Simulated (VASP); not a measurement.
Mg5O: single point with PBE

The system is Mg5O.

```
CELL_PARAMETERS angstrom
0.00000 3.57486 3.57486
3.57486 0.00000 3.57486
3.57486 3.57486 0.00000
ATOMIC_POSITIONS crystal
Mg 0.12500 0.62500 0.62500
Mg 0.62500 0.62500 0.62500
Mg 0.62500 0.12500 0.62500
Mg 0.62500 0.62500 0.12500
Mg 0.25000 0.25000 0.25000
O 0.00000 0.00000 0.00000
```

The cell was built from a structure type or drawn by symmetry, and may not be a known phase.

```
Program             : VASP 6.6.1
Task                : single point
Functional          : PBE
Potentials or basis : VASP PAW PBE potentials, release 64 (Mg, O)
Cutoff              : 520 eV
k mesh              : 4 × 4 × 4
Occupations         : gaussian, width 0.1 eV
Spin                : no spin polarisation
```

The pressure is 25.9 GPa and the band gap on the k mesh is zero (bands 8 and 9 overlap by 0.62 eV).

Levels at points of the mesh, in eV from the Fermi level:
```tsv
k point	band 5	band 6	band 7	band 8	band 9	band 10	band 11	band 12
(0.00, 0.00, 0.00)	-2.92	-1.00	0.16	0.16	0.16	1.73	2.13	2.13
(0.50, 0.00, 0.00)	-3.10	-2.05	-0.56	-0.37	-0.37	2.22	2.22	3.01
(0.50, 0.50, 0.00)	-3.75	-2.51	-0.81	0.25	0.25	0.54	5.07	5.27
```

Run time: 11 s on 1 thread of Intel(R) Xeon(R) 6975P-C (Granite Rapids) (shared host), peak memory 0.23 GiB.

Caveat: the k points lie up to 0.38 Å⁻¹ apart, too coarse for converged energies and pressures of a metal; semilocal functionals underestimate gaps, so a narrow gap can read as zero.
